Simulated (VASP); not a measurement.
# TePb (Pm-3m) in VASP: a series of runs, part 2 of 2

VASP 6.6.1. Earlier steps stand in the parts before.

## 4. Vibrations by perturbation theory, PBE

INCAR

```
PREC = Accurate
ENCUT = 520
EDIFF = 1E-8
ISMEAR = -1
SIGMA = 0.05
LREAL = F
LASPH = T
NELM = 80
ALGO = Normal
ISIF = 2
LWAVE = F
LCHARG = F
GGA = PE
NBANDS = 17
IBRION = 8
NSW = 1
```

KPOINTS

```
Automatic mesh
0
Gamma
  5 5 5
```

POSCAR

```
TePb
1.0
    4.0022870000      0.0000000000      0.0000000000
    0.0000000000      4.0022870000      0.0000000000
    0.0000000000      0.0000000000      4.0022870000
Pb Te
1 1
Direct
    0.0000000000      0.0000000000      0.0000000000
    0.5000000000      0.5000000000      0.5000000000
```

Potentials or basis: VASP PAW PBE potentials, release 64 (Pb_d, Te).

The run is started by

```
cat potpaw_PBE.64/Pb_d/POTCAR potpaw_PBE.64/Te/POTCAR > POTCAR
mpirun -np 1 vasp_std > vasp.out
```

OUTCAR:

```text
PREC = Accurate
   ENCUT = 520
   EDIFF = 1E-8
   ISMEAR = -1
   LREAL = F
   LASPH = T
   NELM = 80
   ISIF = 2
   GGA = PE
   IBRION = 8
   NSW = 1

 ion  position               nearest neighbor table
   1  0.000  0.000  0.000-   2 3.47   2 3.47   2 3.47   2 3.47   2 3.47   2 3.47   2 3.47   2 3.47

   2  0.500  0.500  0.500-   1 3.47   1 3.47   1 3.47   1 3.47   1 3.47   1 3.47   1 3.47   1 3.47

  LATTYP: Found a simple cubic cell.
 ALAT       =     4.0022870000

  Lattice vectors:

 A1 = (   4.0022870000,   0.0000000000,   0.0000000000)
 A2 = (   0.0000000000,   4.0022870000,   0.0000000000)
 A3 = (   0.0000000000,   0.0000000000,   4.0022870000)

Analysis of symmetry for initial positions (statically):
=====================================================================
 Subroutine PRICEL returns:
 Original cell was already a primitive cell.

 Routine SETGRP: Setting up the symmetry group for a
 simple cubic supercell.

 Subroutine GETGRP returns: Found 48 space group operations
 (whereof 48 operations were pure point group operations)
 out of a pool of 48 trial point group operations.

The static configuration has the point symmetry O_h .

Analysis of symmetry for dynamics (positions and initial velocities):
=====================================================================
 Subroutine PRICEL returns:
 Original cell was already a primitive cell.

 Routine SETGRP: Setting up the symmetry group for a
 simple cubic supercell.

 Subroutine GETGRP returns: Found 48 space group operations
 (whereof 48 operations were pure point group operations)
 out of a pool of 48 trial point group operations.

The dynamic configuration has the point symmetry O_h .

 Subroutine INISYM returns: Found 48 space group operations
 (whereof 48 operations are pure point group operations),
 and found     1 'primitive' translations

----------------------------------------------------------------------------------------

                                     Primitive cell

  volume of cell :      64.1098

  direct lattice vectors                    reciprocal lattice vectors
     4.002287000  0.000000000  0.000000000     0.249857144  0.000000000  0.000000000
     0.000000000  4.002287000  0.000000000     0.000000000  0.249857144  0.000000000
     0.000000000  0.000000000  4.002287000     0.000000000  0.000000000  0.249857144

  length of vectors
     4.002287000  4.002287000  4.002287000     0.249857144  0.249857144  0.249857144

  position of ions in fractional coordinates (direct lattice)
     0.000000000  0.000000000  0.000000000
     0.500000000  0.500000000  0.500000000

  ion indices of the primitive-cell ions
   primitive index   ion index
[... 108 lines left out ...]

 E-fermi :   6.2421     XC(G=0):  -9.6890

 val. band max:        6.1383951859   @ k =   0.4000   0.2000   0.0000
 cond. band min:       6.4590843212   @ k =   0.4000   0.4000   0.0000
 fundamental gap:      0.3206891354
 Fermi energy:         6.2421486037

 k-point     1 :       0.0000    0.0000    0.0000
  band No.  band energies     occupation
      1     -10.7246      2.00000
      2     -10.7246      2.00000
      3     -10.6426      2.00000
      4     -10.6426      2.00000
      5     -10.6426      2.00000
      6      -5.8024      2.00000
[... 179 lines left out ...]
      6      -3.5311      2.00000
[... 9 lines left out ...]
     16      18.0962      0.00000
     17      20.2819      0.00000

------------------------ aborting loop because EDIFF is reached ----------------------------------------

  FORCE on cell =-STRESS in cart. coord.  units (eV):
  Direction    XX          YY          ZZ          XY          YZ          ZX
  --------------------------------------------------------------------------------------
  -------------------------------------------------------------------------------------
  Total       -0.1958272     -0.1958272     -0.1958272     -0.0000000     -0.0000000      0.0000000
  in kB       -4.8939422     -4.8939422     -4.8939422     -0.0000000     -0.0000000      0.0000000
  external PRESSURE =      -4.8939422 kB  Pullay stress =       0.0000000 kB

 VOLUME and BASIS-vectors are now :
 -----------------------------------------------------------------------------
  energy-cutoff  :      520.00
  volume of cell :       64.11
      direct lattice vectors                 reciprocal lattice vectors
     4.002287000  0.000000000  0.000000000     0.249857144  0.000000000  0.000000000
     0.000000000  4.002287000  0.000000000     0.000000000  0.249857144  0.000000000
     0.000000000  0.000000000  4.002287000     0.000000000  0.000000000  0.249857144

 POSITION                                       TOTAL-FORCE (eV/Angst)
 -----------------------------------------------------------------------------------
      0.00000      0.00000      0.00000         0.000000      0.000000      0.000000
      2.00114      2.00114      2.00114         0.000000      0.000000      0.000000
 -----------------------------------------------------------------------------------
    total drift:                                0.000000     -0.000000     -0.000000

  FREE ENERGIE OF THE ION-ELECTRON SYSTEM (eV)
  ---------------------------------------------------
  free  energy   TOTEN  =        -7.0572940335 eV

  energy  without entropy=       -7.0453505340  energy(sigma->0) =       -7.05132228

[... ionic steps 2 to 3 ...]

--------------------------------------- Ionic step        4  -------------------------------------------

------------------------ aborting loop because EDIFF is reached ----------------------------------------

[... ionic steps 5 to 6 ...]

--------------------------------------- Ionic step        7  -------------------------------------------

 Free energy of the ion-electron system (eV)
  ---------------------------------------------------
  ---------------------------------------------------
  free energy    TOTEN  =        -0.04765006 eV

  energy without entropy =       -0.04765005

------------------------ aborting loop because EDIFF is reached ----------------------------------------

 INTERNAL STRAIN TENSOR  FOR ION    2  DIRECTION 1   (eV/Angst):
 -----------------------------------------------------------------------------
    -0.02032  0.00000  0.00000
     0.00000  0.01309  0.00000
    -0.00000  0.00000  0.01309

 INTERNAL STRAIN TENSOR FOR ION    2 for displacements in x,y,z  (eV/Angst):
          X           Y           Z          XY          YZ          ZX
  --------------------------------------------------------------------------------
  x     0.00000     0.00000     0.00000     0.00000     0.00000     0.00000
  y     0.00000     0.00000     0.00000     0.00000     0.00000     0.00000
  z     0.00000     0.00000     0.00000     0.00000     0.00000     0.00000

 SECOND DERIVATIVES (NOT SYMMETRIZED)
 ------------------------------------
               1X          1Y          1Z          2X          2Y          2Z
  1X     0.234324    0.000000   -0.000000   -0.234324   -0.000000    0.000000
  1Y     0.000000    0.234324    0.000000   -0.000000   -0.234324   -0.000000
  1Z    -0.000000   -0.000000    0.234324    0.000000    0.000000   -0.234324
  2X    -0.237568    0.000000    0.000000    0.237568   -0.000000    0.000000
  2Y     0.000000   -0.237568   -0.000000   -0.000000    0.237568    0.000000
  2Z    -0.000000   -0.000000   -0.237568    0.000000    0.000000    0.237568

 Eigenvectors and eigenvalues of the dynamical matrix
 ----------------------------------------------------

   1 f  =    0.002851 THz     0.017910 2PiTHz    0.095083 cm-1     0.011789 meV
             X         Y         Z           dx          dy          dz
      0.000000  0.000000  0.000000     0.617017    0.491326   -0.000085
      2.001143  2.001143  2.001143     0.480889    0.382928   -0.000066
[... 21 lines left out ...]
   6 f/i=    0.855237 THz     5.373615 2PiTHz   28.527647 cm-1     3.536976 meV
             X         Y         Z           dx          dy          dz
      0.000000  0.000000  0.000000    -0.183157   -0.586806   -0.000000
      2.001143  2.001143  2.001143     0.235005    0.752917   -0.000000

--------------------------------------------------------------------------------------------------------

 ELASTIC MODULI CONTR FROM IONIC RELAXATION (kBar)
 Direction    XX          YY          ZZ          XY          YZ          ZX
 --------------------------------------------------------------------------------
 XX           0.0000      0.0000      0.0000      0.0000      0.0000      0.0000
 YY           0.0000      0.0000      0.0000      0.0000      0.0000      0.0000
 ZZ           0.0000      0.0000      0.0000      0.0000      0.0000      0.0000
 XY           0.0000      0.0000      0.0000      0.0000      0.0000      0.0000
 YZ           0.0000      0.0000      0.0000      0.0000      0.0000      0.0000
 ZX           0.0000      0.0000      0.0000      0.0000      0.0000      0.0000
 --------------------------------------------------------------------------------
```

stdout:

```text
POSCAR found type information on POSCAR PbTe
 POSCAR found :  2 types and       2 ions
 scaLAPACK will be used
 LDA part: xc-table for (Slater+PW92), standard interpolation
 POSCAR, INCAR and KPOINTS ok, starting setup
 FFT: planning ... GRIDC
 FFT: planning ... GRID_SOFT
 FFT: planning ... GRID
 WAVECAR not read
 entering main loop
 Linear response reoptimize wavefunctions to high precision
 Linear response DOF=           2
 Linear response progress:
 first order change of Fermi-energy   0.61509E-03
 force on displaced ion       1 direction 1 :   0.234  -0.000   0.000
 Linear response progress:
 first order change of Fermi-energy  -0.55594E-03
 force on displaced ion       2 direction 1 :   0.238   0.000  -0.000
 Linear response finished
```

Run time: 1.8 min. Hardware: 1 thread of Intel Xeon 6975P-C, shared host; peak memory 0.21 GiB.

What came out:

```
Highest phonon frequency at Γ, LO-TO splitting left out : 0 cm⁻¹
Most unstable mode                                      : 29i cm⁻¹
```

Phonon frequencies in cm⁻¹ (negative: imaginary):
```
              q point        frequencies
(0.000, 0.000, 0.000)  -29 -29 -29 0 0 0
```

Caveat: some modes are imaginary; spin-orbit coupling is left out, which moves the levels of the heavy elements.
